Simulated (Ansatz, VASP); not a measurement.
TiCo in VASP and in Ansatz

```
Ti Co
1.0
     3.00589    0.00000    0.00000
     0.00000    3.00589    0.00000
     0.00000    0.00000    3.00589
Ti Co
1 1
Cartesian
  0.0000 0.0000 0.0000
  1.5029 1.5029 1.5029
```

Alike in both runs: task single point; functional PBE; k mesh 16 × 16 × 16; occupations gaussian, width 0.05 eV; collinear spin.

|  | VASP | Ansatz |
| --- | --- | --- |
| version | VASP 6.6.1 | Ansatz 0.2.0 |
| potentials or method | VASP PAW PBE potentials, release 64 (Ti_sv, Co), cutoff 520 eV | scalar-relativistic, plane waves, PAW |
| valence electrons in the cell | 21 | 29 |

|  | VASP | Ansatz | Ansatz less VASP |
| --- | --- | --- | --- |
| gap on the k mesh at the Fermi level (eV) | none | none | - |
| pressure (GPa) | -3.6 | -3.2 | +0.39 |
| net moment per atom (μB) | 0.45 | 0.45 | +0.001 |
| size of the moment on the site where the two differ most (μB) | 1.00 | 1.03 | +0.027 |

Site moments also hang on the region over which each program counts them. A gap of «none» marks a metal or a gap that the smearing closes. VASP's potentials hold 21 valence electrons a cell and Ansatz's 29, so a difference there can come from the potentials and not from the codes.
